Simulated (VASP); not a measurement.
A run of VASP 6.6.1:

POSCAR

```
TlCl
1.0
    3.7936346894      0.0000000000      0.0000000000
    0.0000000000      3.7936346894      0.0000000000
    0.0000000000      0.0000000000      3.7936346894
Tl Cl
1 1
Direct
    0.0000000000      0.0000000000      0.0000000000
    0.5000000000      0.5000000000      0.5000000000
```

INCAR.step1

```
ALGO = Normal ; EDIFF = 1E-5
ENCUT = 400 ; GGA = PE
GGA_COMPAT = False ; ISIF = 2
ISMEAR = 0 ; LASPH = True
LCHARG = False ; LREAL = False
LWAVE = True ; NBANDS = 17
NELM = 120 ; PREC = Accurate
SIGMA = 0.01
```

Contents of INCAR.step2:

```
AEXX = 0.25 ; ALGO = Normal
EDIFF = 1E-6 ; ENCUT = 400
GGA = PE ; GGA_COMPAT = False
ISIF = 2 ; ISMEAR = 0
ISTART = 1 ; LASPH = True
LCHARG = False ; LHFCALC = True
LREAL = False ; LWAVE = False
NBANDS = 17 ; NELM = 120
PREC = Accurate ; PRECFOCK = Normal
SIGMA = 0.01
```

File KPOINTS:

```
k-points
0
Gamma
  4 4 4
```

Potentials or basis: VASP PAW PBE potentials, release 64 (Tl_d, Cl).

Command:

```console
$ cat potpaw_PBE.64/Tl_d/POTCAR potpaw_PBE.64/Cl/POTCAR > POTCAR
$ cp INCAR.step1 INCAR
$ mpirun -np 1 vasp_std > vasp.out
$ cp INCAR.step2 INCAR
$ mpirun -np 1 vasp_std > vasp.out
```

Hardware: 1 thread of Intel(R) Xeon(R) 6975P-C (Granite Rapids), with other jobs on the host.

Task: Estimate the wall time of this run.

Result: Wall time 2.6 min on 1 thread of Intel(R) Xeon(R) 6975P-C (Granite Rapids), with other jobs on the host, peak memory 0.16 GiB. Counts: k points 10.
